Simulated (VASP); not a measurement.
# BaTiO3 (Amm2) in VASP: single point with r2SCAN

Aim: the single point of BaTiO3 with r2SCAN.

Everything below comes from runs of VASP 6.6.1. Logs are shortened: lines on timing, memory, paths and dates and some standing lists are left out, and cuts for length are marked.

### Step 1. The cell of the first run

The structure is orthorhombic, space group Amm2 (No. 38). The conventional cell has a = 3.947 Å, b = 5.608 Å, c = 5.621 Å, α = 90.00°, β = 90.00°, γ = 90.00°. Ba (site symmetry mm2) has 12 O at 2.75 to 2.87 Å and 8 Ti at 3.38 to 3.48 Å within 3.6 Å. Within 2.5 Å of Ti (site symmetry mm2) lie 6 O at 1.88 to 2.09 Å. Within 2.6 Å of O (site symmetry mm2) lie 2 Ti at 1.98 Å. O (site symmetry m) has 2 Ti at 1.88 to 2.09 Å within 2.5 Å.

### Step 2. Single point, r2SCAN, collinear spin, zero start

The input, POSCAR:

```
BaTiO3
1.0
   -7.8938383500      0.0000000000      0.0000000000
    0.0000000000     -2.8038953400      2.8103251600
    0.0000000000      2.8038953400      2.8103251600
Ba Ti O
2 2 6
Direct
    0.0000000000     -0.0004026406     -0.0004026406
    0.5000000000     -0.0004026406     -0.0004026406
    0.2500000000      0.5106266293      0.5106266293
    0.7500000000      0.5106266293      0.5106266293
    0.0000000000      0.4894418238      0.4894418238
    0.5000000000      0.4894418238      0.4894418238
    0.2500000000      0.9840302767      0.4903039109
    0.7500000000      0.9840302767      0.4903039109
    0.2500000000      0.4903039109      0.9840302767
    0.7500000000      0.4903039109      0.9840302767
```

The input, INCAR.step1:

```
PREC     = Accurate       # precision mode
ENCUT    = 520            # plane-wave cutoff, eV
ISMEAR   = 0              # smearing method
SIGMA    = 0.0115         # smearing width, eV
LREAL    = False          # projectors in reciprocal space
LASPH    = True           # aspherical terms in the spheres
NELM     = 150            # most SCF steps
ISPIN    = 2              # spin polarisation
MAGMOM   = 0 0 0 0 0 0 0 0 0 0 # initial moments
LMAXMIX  = 4              # l up to which the mixer works
NBANDS   = 55             # bands
GGA      = PE             # functional
ALGO     = Normal         # electronic algorithm
EDIFF    = 1E-4           # SCF threshold, eV
LWAVE    = True           # write WAVECAR
LCHARG   = False          # write CHGCAR
```

The input, INCAR.step2:

```
PREC     = Accurate       # precision mode
ENCUT    = 520            # plane-wave cutoff, eV
EDIFF    = 1E-7           # SCF threshold, eV
ISMEAR   = 0              # smearing method
SIGMA    = 0.0115         # smearing width, eV
LREAL    = False          # projectors in reciprocal space
LASPH    = True           # aspherical terms in the spheres
NELM     = 150            # most SCF steps
ALGO     = Normal         # electronic algorithm
ISIF     = 2              # what is computed and relaxed
LWAVE    = False          # write WAVECAR
LCHARG   = False          # write CHGCAR
ISPIN    = 2              # spin polarisation
MAGMOM   = 0 0 0 0 0 0 0 0 0 0 # initial moments
LORBIT   = 11             # projections on sites
LMAXMIX  = 4              # l up to which the mixer works
METAGGA  = R2SCAN         # meta-GGA
LMIXTAU  = True         
NBANDS   = 55             # bands
ISTART   = 1
```

The input, KPOINTS:

```
regular mesh
0
Gamma
  3 5 5
```

Potentials or basis: VASP PAW PBE potentials, release 64 (Ba_sv, Ti_sv, O).

Launch:

```console
$ cat potpaw_PBE.64/Ba_sv/POTCAR potpaw_PBE.64/Ti_sv/POTCAR potpaw_PBE.64/O/POTCAR > POTCAR
$ cp INCAR.step1 INCAR
$ mpirun -np 1 vasp_std > vasp.out
$ cp INCAR.step2 INCAR
$ mpirun -np 1 vasp_std > vasp.out
```

OUTCAR:

```text
PREC = Accurate
   ENCUT = 520
   EDIFF = 1E-7
   ISMEAR = 0
   LREAL = False
   LASPH = True
   NELM = 150
   ISIF = 2
   ISPIN = 2
   LORBIT = 11
   METAGGA = R2SCAN
   ISTART = 1

 ion  position               nearest neighbor table
   1  0.000  1.000  1.000-   5 2.75   7 2.77   8 2.77   9 2.77  10 2.77   5 2.80   5 2.80   8 2.83
                             7 2.83   9 2.83  10 2.83   5 2.87   3 3.38   4 3.38   3 3.43   4 3.43
   2  0.500  1.000  1.000-   6 2.75   7 2.77   8 2.77   9 2.77  10 2.77   6 2.80   6 2.80   8 2.83
                             7 2.83   9 2.83  10 2.83   6 2.87   3 3.38   4 3.38   3 3.43   4 3.43
   3  0.250  0.511  0.511-   7 1.88   9 1.88   5 1.98   6 1.98   9 2.09   7 2.09   1 3.38   2 3.38
                             1 3.43   1 3.43   2 3.43   2 3.43   1 3.48   2 3.48
   4  0.750  0.511  0.511-   8 1.88  10 1.88   5 1.98   6 1.98  10 2.09   8 2.09   1 3.38   2 3.38
                             1 3.43   1 3.43   2 3.43   2 3.43   1 3.48   2 3.48
   5  0.000  0.489  0.489-   3 1.98   4 1.98   1 2.75   1 2.80   1 2.80   1 2.87
   6  0.500  0.489  0.489-   3 1.98   4 1.98   2 2.75   2 2.80   2 2.80   2 2.87
   7  0.250  0.984  0.490-   3 1.88   3 2.09   2 2.77   1 2.77   2 2.83   1 2.83
   8  0.750  0.984  0.490-   4 1.88   4 2.09   2 2.77   1 2.77   2 2.83   1 2.83
   9  0.250  0.490  0.984-   3 1.88   3 2.09   2 2.77   1 2.77   1 2.83   2 2.83
  10  0.750  0.490  0.984-   4 1.88   4 2.09   2 2.77   1 2.77   1 2.83   2 2.83
[... 8 lines left out ...]
 A1 = (   0.0000000000,  -2.8038953400,  -2.8103251600)
 A2 = (   0.0000000000,  -2.8038953400,   2.8103251600)
 A3 = (  -7.8938383500,   0.0000000000,   0.0000000000)

Analysis of symmetry for initial positions (statically):
=====================================================================
 Subroutine PRICEL returns following result:

  LATTYP: Found a base centered orthorhombic cell.
 ALAT       =     5.6077906800
 B/A-ratio  =     1.0022931740
 C/A-ratio  =     0.7038278353
[... 12 lines left out ...]
 Subroutine GETGRP returns: Found  4 space group operations
 (whereof  4 operations were pure point group operations)
 out of a pool of  8 trial point group operations.

The static configuration has the point symmetry C_2v.

Analysis of symmetry for dynamics (positions and initial velocities):
=====================================================================
 Subroutine PRICEL returns following result:

  LATTYP: Found a base centered orthorhombic cell.
 ALAT       =     5.6077906800
 B/A-ratio  =     1.0022931740
 C/A-ratio  =     0.7038278353
[... 12 lines left out ...]
 Subroutine GETGRP returns: Found  4 space group operations
 (whereof  4 operations were pure point group operations)
 out of a pool of  8 trial point group operations.

The dynamic configuration has the point symmetry C_2v.

Analysis of structural, dynamic, and magnetic symmetry:
=====================================================================
 Subroutine PRICEL returns following result:

  LATTYP: Found a base centered orthorhombic cell.
 ALAT       =     5.6077906800
 B/A-ratio  =     1.0022931740
 C/A-ratio  =     0.7038278353
[... 12 lines left out ...]
 Subroutine GETGRP returns: Found  4 space group operations
 (whereof  4 operations were pure point group operations)
 out of a pool of  8 trial point group operations.

The overall configuration has the point symmetry C_2v.

 Subroutine INISYM returns: Found  4 space group operations
 (whereof  4 operations are pure point group operations),
 and found     2 'primitive' translations

----------------------------------------------------------------------------------------

                                     Primitive cell

  volume of cell :      62.2023

  direct lattice vectors                    reciprocal lattice vectors
     0.000000000 -2.803895340 -2.810325160     0.000000000 -0.178323346 -0.177915356
     0.000000000 -2.803895340  2.810325160     0.000000000 -0.178323346  0.177915356
    -3.946919175  0.000000000  0.000000000    -0.253362168  0.000000000  0.000000000

  length of vectors
     3.969855990  3.969855990  3.946919175     0.251898967  0.251898967  0.253362168

  position of ions in fractional coordinates (direct lattice)
     0.000402641  0.999597359  0.000000000
     0.489373371  0.510626629  0.500000000
     0.510558176  0.489441824  0.000000000
     0.509696089  0.984030277  0.500000000
     0.015969723  0.490303911  0.500000000

  ion indices of the primitive-cell ions
   primitive index   ion index
                 1           1
                 2           3
                 3           5
                 4           7
                 5           9

[... 65 lines left out ...]
   LREAL  =      F    real-space projection
   EDIFFG = 0.1E-05   stopping-criterion for IOM
   NSW    =      0    number of steps for IOM
   IBRION =     -1    ionic relax: 0-MD 1-quasi-New 2-CG
   NFREE  =      0    steps in history (QN), initial steepest desc. (CG)
   ISIF   =      2    stress and relaxation
   ISYM   =      2    0-nonsym 1-usesym 2-fastsym
   POTIM  = 0.5000    time-step for ionic-motion
   TEBEG  =    0.0;   TEEND  =   0.0 temperature during run
   PSTRESS=    0.0 pullay stress
   NELECT =      80.0000    total number of electrons
   NUPDOWN=      -1.0000    fix difference up-down
   EMIN   =  10.00;   EMAX   =-10.00  energy-range for DOS
   EFERMI =   0.00;   METHOD = LEGACY
   ISMEAR =     0;   SIGMA  =   0.01  broadening in eV -4-tet -1-fermi 0-gaus
   EFERMI_NEDOS =   21; number of points for ismear=-14 and -15
   IALGO  =     38    algorithm
   IMIX   =      4    mixing-type and parameters
     AMIX     =   0.40;   BMIX     =  1.00
     AMIX_MAG =   1.60;   BMIX_MAG =  1.00
  volume/ion in A,a.u.               =      12.44        83.95
  Fermi-wavevector in a.u.,A,eV,Ry     =   1.413056  2.670288 27.167114  1.996727
  Thomas-Fermi vector in A             =   2.534741
   LORBIT       =     11    0 simple, 1 ext, 2 COOP (PROOUT), +10 PAW based schemes
   METAGGA = R2SCAN    functional components
   LHFCALC =     F    Hartree Fock is set to
   AEXX    =    0.0000 exact exchange contribution
   IVDW    =     0    specifies the selected vdW correction
   LEPSILON=     F    determine dielectric tensor
   LRPA    =     F    only Hartree local field effects (RPA)
 spin polarized calculation
 Gauss-broadening in eV      SIGMA  =   0.01
  energy-cutoff  :      520.00
  volume of cell :      124.40
 maximum number of plane-waves:      3405
 NGX is ok and might be reduce to    60
   NGX = 29   NGY = 15   NGZ = 15

 number of electron      79.9999999 magnetization       0.0000000

 number of electron      79.9999999 magnetization      -0.0000000

 Free energy of the ion-electron system (eV)
  ---------------------------------------------------
  ext. energy  EPLUGINS =         0.00000000
  ---------------------------------------------------
  free energy    TOTEN  =      -148.37471224 eV

  energy without entropy =     -148.37471224  energy(sigma->0) =     -148.37471224

 E-fermi :   3.7895     XC(G=0): -12.0847

 val. band max:        3.6871809972   @ k =   0.0000   0.4000   0.4000
 cond. band min:       6.1982574816   @ k =   0.0000   0.0000   0.0000
 fundamental gap:      2.5110764845
 Fermi energy:         3.7894611930

 spin component 1

 k-point     1 :       0.0000    0.0000    0.0000
  band No.  band energies     occupation
      1     -54.8240      1.00000
      2     -54.8226      1.00000
      3     -30.0730      1.00000
      4     -30.0340      1.00000
      5     -30.0314      1.00000
      6     -30.0307      1.00000
[... 979 lines left out ...]
     51      12.1511      0.00000
     52      12.3494      0.00000
 Fermi energy:         3.7894611930

 spin component 2

 k-point     1 :       0.0000    0.0000    0.0000
  band No.  band energies     occupation
      1     -54.8240      1.00000
      2     -54.8225      1.00000
      3     -30.0729      1.00000
      4     -30.0340      1.00000
      5     -30.0314      1.00000
      6     -30.0307      1.00000
[... 979 lines left out ...]
     51      12.1511      0.00000
     52      12.3494      0.00000
 [bands above 52 left out]

------------------------ aborting loop because EDIFF is reached ----------------------------------------

  FORCE on cell =-STRESS in cart. coord.  units (eV):
  Direction    XX          YY          ZZ          XY          YZ          ZX
  --------------------------------------------------------------------------------------
  -------------------------------------------------------------------------------------
  Total        6.2465787      6.6889932      6.5501698      0.0000000      0.0000000      0.0000000
  in kB       80.4481765     86.1459257     84.3580526      0.0000000      0.0000000      0.0000000
  external PRESSURE =      83.6507182 kB  Pullay stress =       0.0000000 kB

 VOLUME and BASIS-vectors are now :
 -----------------------------------------------------------------------------
  energy-cutoff  :      520.00
  volume of cell :      124.40
      direct lattice vectors                 reciprocal lattice vectors
    -7.893838350  0.000000000  0.000000000    -0.126681084  0.000000000  0.000000000
     0.000000000 -2.803895340  2.810325160     0.000000000 -0.178323346  0.177915356
     0.000000000  2.803895340  2.810325160     0.000000000  0.178323346  0.177915356

 POSITION                                       TOTAL-FORCE (eV/Angst)
 -----------------------------------------------------------------------------------
      0.00000      0.00000      5.61839         0.000000     -0.000000     -0.016078
     -3.94692      0.00000      5.61839         0.000000     -0.000000     -0.016078
     -1.97346      0.00000      2.87005         0.000000     -0.000000     -0.120099
     -5.92038      0.00000      2.87005        -0.000000     -0.000000     -0.120099
      0.00000      0.00000      2.75098        -0.000000     -0.000000      0.011061
     -3.94692      0.00000      2.75098        -0.000000     -0.000000      0.011061
     -1.97346     -1.38436      4.14336         0.000000     -0.059798      0.062558
     -5.92038     -1.38436      4.14336         0.000000     -0.059798      0.062558
     -1.97346      1.38436      4.14336         0.000000      0.059798      0.062558
     -5.92038      1.38436      4.14336         0.000000      0.059798      0.062558
 -----------------------------------------------------------------------------------
    total drift:                               -0.000000      0.000000      0.017835

  FREE ENERGIE OF THE ION-ELECTRON SYSTEM (eV)
  ---------------------------------------------------
  free  energy   TOTEN  =      -148.3747122423 eV

  energy  without entropy=     -148.3747122423  energy(sigma->0) =     -148.37471224

 total charge

# of ion       s       p       d       tot
------------------------------------------
    1        2.021   5.676   0.327   8.024
    2        2.021   5.676   0.327   8.024
    3        2.221   6.294   1.706  10.221
    4        2.221   6.294   1.706  10.221
    5        1.569   3.518   0.000   5.087
    6        1.569   3.518   0.000   5.087
    7        1.571   3.518   0.000   5.089
    8        1.571   3.518   0.000   5.089
    9        1.571   3.518   0.000   5.089
   10        1.571   3.518   0.000   5.089
--------------------------------------------------
tot         17.906  45.049   4.064  67.020

 magnetization (x)

# of ion       s       p       d       tot
------------------------------------------
    1       -0.000  -0.000   0.000  -0.000
    2       -0.000  -0.000   0.000  -0.000
    3        0.000   0.000   0.000   0.000
    4        0.000   0.000   0.000   0.000
    5       -0.000  -0.000   0.000  -0.000
    6       -0.000  -0.000   0.000  -0.000
    7       -0.000  -0.000   0.000  -0.000
    8       -0.000  -0.000   0.000  -0.000
    9       -0.000  -0.000   0.000  -0.000
   10       -0.000  -0.000   0.000  -0.000
--------------------------------------------------
tot         -0.000  -0.000   0.000  -0.000
```

Wall time 7.6 min (1 thread of Intel Xeon Platinum 8559C (Emerald Rapids), shared host); peak memory 0.41 GiB.

What came out:

| Item | Value |
| --- | --- |
| Free energy | -148.3747 eV |
| Pressure | 8.4 GPa |
| Largest force | 0.120 eV/Å |
| Band gap on the k mesh | 2.51 eV |
| Net moment | 0.00 μB per cell |
| Valence electrons inside the program's atomic spheres | Ba 8.02; Ti 10.22; O 5.09 |

Forces in eV/Å, atoms in the order of the input:
```
Ba   0.000  0.000 -0.016
Ba   0.000  0.000 -0.016
Ti   0.000  0.000 -0.120
Ti   0.000  0.000 -0.120
O    0.000  0.000  0.011
O    0.000  0.000  0.011
O    0.000 -0.060  0.063
O    0.000 -0.060  0.063
O    0.000  0.060  0.063
O    0.000  0.060  0.063
```

Caveat: the cell stands under pressure; the PAW data sets were made with another functional, which shifts forces and pressure a little; spin-orbit coupling is left out, which moves the levels of the heavy elements; an odd mesh through Γ misses points on the zone boundary, where band edges can lie.
